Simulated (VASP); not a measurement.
Wanted: the native input for a VASP 6.6.1 run.

```yaml
Task: single point
Functional: PBEsol
Potentials_or_basis: VASP PAW PBE potentials, release 64 (W_sv, Se)
Cutoff: 520 eV
k_mesh: 12 × 12 × 1
Occupations: gaussian, width 0.05 eV
Spin: no spin polarisation
Dipole_correction: no
Further_INCAR_settings: ALGO = Normal; EDIFF = 1e-07; NBANDS = 49
```

The structure of WSe2 lies in POSCAR:

```
WSe2
1.0
    3.2709028869      0.0000000000      0.0000000000
   -1.6354514434      2.8326849934      0.0000000000
    0.0000000000      0.0000000000     29.1847510368
W Se
3 6
Direct
    0.6666666667      0.3333333333      0.0000000000
    0.3333333333      0.6666666667      0.7734841642
    0.3333333333      0.6666666667      0.2265158358
    0.3333333333      0.6666666667      0.0614807039
    0.6666666667      0.3333333333      0.8290483960
    0.6666666667      0.3333333333      0.2820703018
    0.3333333333      0.6666666667      0.9385192961
    0.6666666667      0.3333333333      0.7179296982
    0.6666666667      0.3333333333      0.1709516040
```

This cell differs from its parent crystal: atoms displaced along a vibrational mode.

One way to write it, as run:

INCAR

```
  ALGO = Normal
  EDIFF = 1E-7
  ENCUT = 520
  GGA = PS
  ISIF = 2
  ISMEAR = 0
  LASPH = True
  LCHARG = True
  LELF = True
  LREAL = False
  LVHAR = True
  LWAVE = False
  NBANDS = 49
  NELM = 60
  PREC = Accurate
  SIGMA = 0.05
```

KPOINTS

```
k-points
0
Gamma
  12 12 1
```

Potentials or basis: VASP PAW PBE potentials, release 64 (W_sv, Se).

The run is started by

```sh
$ cat potpaw_PBE.64/W_sv/POTCAR potpaw_PBE.64/Se/POTCAR > POTCAR
$ mpirun -np 1 vasp_std > vasp.out
```

It gave:

* Largest force: 1.770 eV/Å
* Band gap on the k mesh: 1.11 eV (least direct gap 1.29 eV)

Caveat: the cell differs from its parent crystal (atoms displaced along a vibrational mode); there is no dipole correction, which matters where the two faces differ; the PAW data sets were made with another functional, which shifts forces and pressure a little; spin-orbit coupling is left out, which moves the levels of the heavy elements.

Wall time 7.2 min on 1 thread of Intel(R) Xeon(R) Platinum 8488C (Sapphire Rapids), with other jobs on the host, peak memory 0.47 GiB.
